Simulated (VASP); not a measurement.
# SnO2 (Fm-3m) in VASP: notebook, part 2 of 2

VASP 6.6.1. The steps go on from the part before.

### Step 4. Single point, revPBE

This run uses another cell than the first one, of 11.53 Å³/atom.

INCAR reads:

```
ALGO = Normal
EDIFF = 1E-6
ENCUT = 600
GGA = RE
GGA_COMPAT = False
ISIF = 2
ISMEAR = -1
LASPH = True
LCHARG = False
LREAL = False
LWAVE = False
NBANDS = 20
NELM = 120
PREC = Accurate
SIGMA = 0.05
```

KPOINTS reads:

```
k-points
0
Gamma
  9 9 9
```

POSCAR reads:

```
SnO2
1.0
    0.0000000000      2.5861655988      2.5861655988
    2.5861655988      0.0000000000      2.5861655988
    2.5861655988      2.5861655988      0.0000000000
Sn O
1 2
Direct
    0.0000000000      0.0000000000      0.0000000000
    0.7500000000      0.7500000000      0.7500000000
    0.2500000000      0.2500000000      0.2500000000
```

Potentials or basis: VASP PAW PBE potentials, release 64 (Sn_d, O).

On the command line:

```sh
$ cat potpaw_PBE.64/Sn_d/POTCAR potpaw_PBE.64/O/POTCAR > POTCAR
$ mpirun -np 1 vasp_std > vasp.out
```

OUTCAR:

```text
EDIFF = 1E-6
   ENCUT = 600
   GGA = RE
   ISIF = 2
   ISMEAR = -1
   LASPH = True
   LREAL = False
   NELM = 120
   PREC = Accurate

 ion  position               nearest neighbor table
   1  0.000  0.000  0.000-   2 2.24   2 2.24   2 2.24   2 2.24   3 2.24   3 2.24   3 2.24   3 2.24

   2  0.750  0.750  0.750-   1 2.24   1 2.24   1 2.24   1 2.24
   3  0.250  0.250  0.250-   1 2.24   1 2.24   1 2.24   1 2.24

  LATTYP: Found a face centered cubic cell.
 ALAT       =     5.1723311976

  Lattice vectors:

 A1 = (   0.0000000000,   2.5861655988,   2.5861655988)
 A2 = (   2.5861655988,   0.0000000000,   2.5861655988)
 A3 = (   2.5861655988,   2.5861655988,   0.0000000000)

Analysis of symmetry for initial positions (statically):
=====================================================================
 Subroutine PRICEL returns:
 Original cell was already a primitive cell.

 Routine SETGRP: Setting up the symmetry group for a
 face centered cubic supercell.

 Subroutine GETGRP returns: Found 48 space group operations
 (whereof 48 operations were pure point group operations)
[... 159 lines left out ...]
  ---------------------------------------------------
  ext. energy  EPLUGINS =         0.00000000
  ---------------------------------------------------
  free energy    TOTEN  =       -16.84878795 eV

  energy without entropy =      -16.84800397  energy(sigma->0) =      -16.84839596

 E-fermi :   7.3993     XC(G=0): -11.4209

 val. band max:        7.1856964918   @ k =  -0.3333   0.4444   0.1111
 cond. band min:       8.2557456891   @ k =   0.1111   0.0000   0.0000
 fundamental gap:      1.0700491973
 Fermi energy:         7.3993243200

 k-point     1 :       0.0000    0.0000    0.0000
  band No.  band energies     occupation
      1     -13.3611      2.00000
      2     -13.3611      2.00000
      3     -13.3611      2.00000
      4     -13.2515      2.00000
      5     -13.2515      2.00000
      6     -11.9599      2.00000
[... 541 lines left out ...]
     19      24.2962      0.00000
     20      24.6437      0.00000

 [... further k-points ...]
[... 5 lines left out ...]
  --------------------------------------------------------------------------------------
  -------------------------------------------------------------------------------------
  Total        0.0661342      0.0661342      0.0661342      0.0000000     -0.0000000      0.0000000
  in kB        3.0629365      3.0629365      3.0629365      0.0000000     -0.0000000      0.0000000
  external PRESSURE =       3.0629365 kB  Pullay stress =       0.0000000 kB

 VOLUME and BASIS-vectors are now :
 -----------------------------------------------------------------------------
  energy-cutoff  :      600.00
  volume of cell :       34.59
      direct lattice vectors                 reciprocal lattice vectors
     0.000000000  2.586165599  2.586165599    -0.193336421  0.193336421  0.193336421
     2.586165599  0.000000000  2.586165599     0.193336421 -0.193336421  0.193336421
     2.586165599  2.586165599  0.000000000     0.193336421  0.193336421 -0.193336421

 POSITION                                       TOTAL-FORCE (eV/Angst)
 -----------------------------------------------------------------------------------
      0.00000      0.00000      0.00000        -0.000000     -0.000000      0.000000
      3.87925      3.87925      3.87925         0.000000     -0.000000     -0.000000
      1.29308      1.29308      1.29308        -0.000000      0.000000      0.000000
 -----------------------------------------------------------------------------------
    total drift:                                0.000000     -0.000000     -0.000000

  FREE ENERGIE OF THE ION-ELECTRON SYSTEM (eV)
  ---------------------------------------------------
  free  energy   TOTEN  =       -16.8487879482 eV

  energy  without entropy=      -16.8480039696  energy(sigma->0) =      -16.84839596
```

OSZICAR:

```text
N       E                     dE             d eps       ncg     rms          rms(c)
DAV:   1     0.259827358031E+03    0.25983E+03   -0.14618E+04  1508   0.218E+03
DAV:   2     0.922874156366E+01   -0.25060E+03   -0.23765E+03  1480   0.539E+02
DAV:   3    -0.191077880950E+02   -0.28337E+02   -0.27962E+02  1620   0.144E+02
DAV:   4    -0.199118570881E+02   -0.80407E+00   -0.80323E+00  1560   0.252E+01
DAV:   5    -0.199297989722E+02   -0.17942E-01   -0.17940E-01  1764   0.389E+00    0.107E+01
DAV:   6    -0.168213153134E+02    0.31085E+01   -0.11271E+01  2120   0.571E+01    0.382E+00
DAV:   7    -0.168516343857E+02   -0.30319E-01   -0.68601E-01  1464   0.599E+00    0.196E+00
DAV:   8    -0.168491608024E+02    0.24736E-02   -0.83528E-02  1568   0.269E+00    0.394E-01
DAV:   9    -0.168476402618E+02    0.15205E-02   -0.14041E-02  2004   0.156E+00    0.927E-02
DAV:  10    -0.168487581921E+02   -0.11179E-02   -0.26258E-03  1520   0.503E-01    0.254E-02
DAV:  11    -0.168487781655E+02   -0.19973E-04   -0.81664E-05  1732   0.142E-01    0.179E-02
DAV:  12    -0.168487865940E+02   -0.84285E-05   -0.18714E-05  1536   0.332E-02    0.714E-03
DAV:  13    -0.168487878395E+02   -0.12455E-05   -0.59313E-06  1532   0.171E-02    0.190E-03
DAV:  14    -0.168487879482E+02   -0.10864E-06   -0.15139E-07  1284   0.350E-03
   1 F= -.16848788E+02 E0= -.16848396E+02  d E =-.783979E-03
```

It took 41 s on 1 thread of Intel Xeon 8259CL, shared host; peak memory 0.18 GiB.

What came out:

| Quantity | Value |
| --- | --- |
| Free energy | -16.8488 eV |
| Pressure | 0.3 GPa |
| Band gap on the k mesh | zero (bands 13 and 14 overlap by 0.18 eV) |

Caveat: semilocal functionals underestimate gaps, and a narrow one can read as zero; the PAW data sets were made with another functional, which shifts forces and pressure a little; spin-orbit coupling is left out, which moves the levels of the heavy elements.

### Step 5. Relaxation of cell and atoms, revPBE

INCAR reads:

```
SYSTEM = SnO2
PREC = Accurate
ENCUT = 600
EDIFF = 1E-7
ISMEAR = -1
SIGMA = 0.05
LREAL = .False.
LASPH = .True.
NELM = 120
ALGO = Normal
ISIF = 3
LWAVE = .False.
LCHARG = .False.
GGA = RE
IBRION = 2
NSW = 60
EDIFFG = -0.01
GGA_COMPAT = .False.
NELMIN = 4
```

KPOINTS reads:

```
regular mesh
0
Gamma
  9 9 9
  0 0 0
```

POSCAR reads:

```
SnO2
1.0
    0.0000000000      2.5741500000      2.5741500000
    2.5741500000      0.0000000000      2.5741500000
    2.5741500000      2.5741500000      0.0000000000
Sn O
1 2
Direct
    0.0000000000      0.0000000000      0.0000000000
    0.7500000000      0.7500000000      0.7500000000
    0.2500000000      0.2500000000      0.2500000000
```

Potentials or basis: VASP PAW PBE potentials, release 64 (Sn_d, O).

On the command line:

```sh
$ cat potpaw_PBE.64/Sn_d/POTCAR potpaw_PBE.64/O/POTCAR > POTCAR
$ mpirun -np 1 vasp_std > vasp.out
```

OUTCAR:

```text
SYSTEM = SnO2
   PREC = Accurate
   ENCUT = 600
   EDIFF = 1E-7
   ISMEAR = -1
   LREAL = .False.
   LASPH = .True.
   NELM = 120
   ISIF = 3
   GGA = RE
   IBRION = 2
   NSW = 60
   EDIFFG = -0.01
   NELMIN = 4

 ion  position               nearest neighbor table
   1  0.000  0.000  0.000-   2 2.23   3 2.23   2 2.23   2 2.23   2 2.23   3 2.23   3 2.23   3 2.23

   2  0.750  0.750  0.750-   1 2.23   1 2.23   1 2.23   1 2.23
   3  0.250  0.250  0.250-   1 2.23   1 2.23   1 2.23   1 2.23

  LATTYP: Found a face centered cubic cell.
 ALAT       =     5.1483000000

  Lattice vectors:
[... 255 lines left out ...]

 number of electron      25.9999995 magnetization

 Free energy of the ion-electron system (eV)
  ---------------------------------------------------
  ext. energy  EPLUGINS =         0.00000000
  ---------------------------------------------------
  free energy    TOTEN  =       -16.84768013 eV

  energy without entropy =      -16.84689576  energy(sigma->0) =      -16.84728794

 E-fermi :   7.3761     XC(G=0): -11.4113

 val. band max:        7.1624570506   @ k =  -0.3333   0.4444   0.1111
 cond. band min:       8.2203585151   @ k =   0.1111   0.0000   0.0000
 fundamental gap:      1.0579014645
 Fermi energy:         7.3760990174

 k-point     1 :       0.0000    0.0000    0.0000
  band No.  band energies     occupation
      1     -13.3855      2.00000
      2     -13.3855      2.00000
      3     -13.3855      2.00000
      4     -13.2770      2.00000
      5     -13.2770      2.00000
      6     -11.9689      2.00000
[... 457 lines left out ...]
      4     -13.2581      2.00000
      5     -13.2417      2.00000
      6     -10.4647      2.00000
[... 9 lines left out ...]
     16      17.4028      0.00000
     17      18.7638      0.00000

 [... further k-points ...]
[... 5 lines left out ...]
  --------------------------------------------------------------------------------------
  -------------------------------------------------------------------------------------
  Total        0.0010358      0.0010358      0.0010358     -0.0000000     -0.0000000      0.0000000
  in kB        0.0478900      0.0478900      0.0478900     -0.0000000     -0.0000000      0.0000000
  external PRESSURE =       0.0478900 kB  Pullay stress =       0.0000000 kB
[... 18 lines left out ...]
  FREE ENERGIE OF THE ION-ELECTRON SYSTEM (eV)
  ---------------------------------------------------
  free  energy   TOTEN  =       -16.8476801263 eV

  energy  without entropy=      -16.8468957618  energy(sigma->0) =      -16.84728794

 reached required accuracy - stopping structural energy minimisation
```

CONTCAR:

```text
SnO2
   1.00000000000000
    -0.0000000000000000    2.5876627356622683    2.5876627356622683
     2.5876627356622683    0.0000000000000000    2.5876627356622683
     2.5876627356622683    2.5876627356622683   -0.0000000000000000
  Sn              O
     1     2
Direct
     0.0000000000000000    0.0000000000000000    0.0000000000000000
     0.7500000000000000    0.7500000000000000    0.7500000000000000
     0.2500000000000000    0.2500000000000000    0.2500000000000000

  0.00000000E+00  0.00000000E+00  0.00000000E+00
  0.00000000E+00  0.00000000E+00  0.00000000E+00
  0.00000000E+00  0.00000000E+00  0.00000000E+00
```

It took 88 s on 1 thread of Intel Xeon 8259CL, shared host; peak memory 0.19 GiB.

What came out:

```
Free energy                           : -16.8477 eV
Relaxed volume                        : 11.55 Å³/atom
Relaxed cell                          : a = 3.660 Å, b = 3.660 Å, c = 3.660 Å, α = 60.00°, β = 60.00°, γ = 60.00°
Space group after relaxing (to 0.1 Å) : Fm-3m (No. 225)
Energy gained by relaxing             : 1.6 meV/atom
Ionic steps                           : 3
Pressure after relaxing               : 0.0 GPa
Band gap on the k mesh                : zero (bands 13 and 14 overlap by 0.20 eV)
```

Step by step:
```
step  energy change (eV)  largest force (eV/Å)  pressure (GPa)  volume (Å³)
   1              0.0000                0.0000            2.89        34.11
   2             -0.0012                0.0000           -2.35        35.14
   3             -0.0048                0.0000            0.00        34.65
```

Final structure:
```xyz
3
Lattice="0.0000 2.5877 2.5877 2.5877 0.0000 2.5877 2.5877 2.5877 0.0000" Properties=species:S:1:pos:R:3 pbc="T T T"
Sn    0.0000    0.0000    0.0000
O     3.8815    3.8815    3.8815
O     1.2938    1.2938    1.2938
```

Caveat: semilocal functionals underestimate gaps, and a narrow one can read as zero; the PAW data sets were made with another functional, which shifts forces and pressure a little; spin-orbit coupling is left out, which moves the levels of the heavy elements.

### Step 6. Summary

| task | level | cell | k mesh | cutoff (eV) | grid for exact exchange (PRECFOCK) | share of exact exchange | screening parameter | gap on the mesh (eV) | pressure (GPa) |
| --- | --- | --- | --- | --- | --- | --- | --- | --- | --- |
| single point | B3LYP | a = 3.640 Å, angles 60.0°, 3 atoms | 5 × 5 × 5 | 520 | Normal | 0.2 | - | 1.62 | -4.6 |
| single point | HSE06 | a = 3.640 Å, angles 60.0°, 3 atoms | 5 × 5 × 5 | 520 | Normal | 0.25 | 0.2079 1/Å | 1.27 | -11.7 |
| single point | revPBE | a = 3.657 Å, angles 60.0°, 3 atoms | 9 × 9 × 9 | 600 | - | - | - | none | 0.3 |
| relaxation of cell and atoms | revPBE | relaxed from a = 3.640 Å, angles 60.0°, 3 atoms | 9 × 9 × 9 | 600 | - | - | - | none | 0.0 |

Alike in all rows: potentials or basis VASP PAW PBE potentials, release 64 (Sn_d, O); no spin polarisation; smearing fermi-dirac 0.05 eV.

Caveats: some runs use coarse meshes; the PAW data sets were made with another functional, which shifts forces and pressure a little; spin-orbit coupling is left out, which moves the levels of the heavy elements; an odd mesh through Γ misses points on the zone boundary, where band edges can lie (at least some runs); semilocal functionals underestimate gaps, and a narrow one can read as zero (at least some runs).

Total energies depend on the potentials used, so only differences within one code and one set of settings carry meaning.

The gap in the log of VASP goes by the Fermi energy; the results here count the filled bands.